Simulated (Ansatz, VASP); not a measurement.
## Two plane-wave programs on Os

```xyz
1
Lattice="2.2132 0.0000 0.0000 0.0000 2.2132 0.0000 0.0000 0.0000 2.2132" Properties=species:S:1:pos:R:3 pbc="T T T"
Os    0.0000    0.0000    0.0000
```

Change from the starting cell: volume scaled by 0.68, PAW files.

Alike in both runs: task single point; functional LDA; k mesh 17 × 17 × 17; occupations fermi-dirac, width 0.05 eV; no spin polarisation.

|  | VASP | Ansatz |
| --- | --- | --- |
| version | VASP 6.6.1 | Ansatz 0.2.0 |
| potentials or method | VASP PAW LDA potentials, release 64 (Os) | PAW with Ansatz's default frozen-core files, scalar-relativistic |
| plane-wave cutoff (eV) | 520 | 420 |
| valence electrons in the cell | 8 | 16 |

```csv
,VASP,Ansatz,Ansatz less VASP
pressure (GPa),283.8,283.8,0.00
```

LDA's correlation is that of Perdew and Zunger in VASP and of Perdew and Wang (1992) in Ansatz. Both programs put the cell under a high pressure, so it lies far from rest at this level. VASP's potentials hold 8 valence electrons a cell and Ansatz's 16, so a difference there can come from the potentials and not from the codes.

Neither program's run includes spin-orbit coupling. Noted on VASP's run: the cell as given lies far from equilibrium.
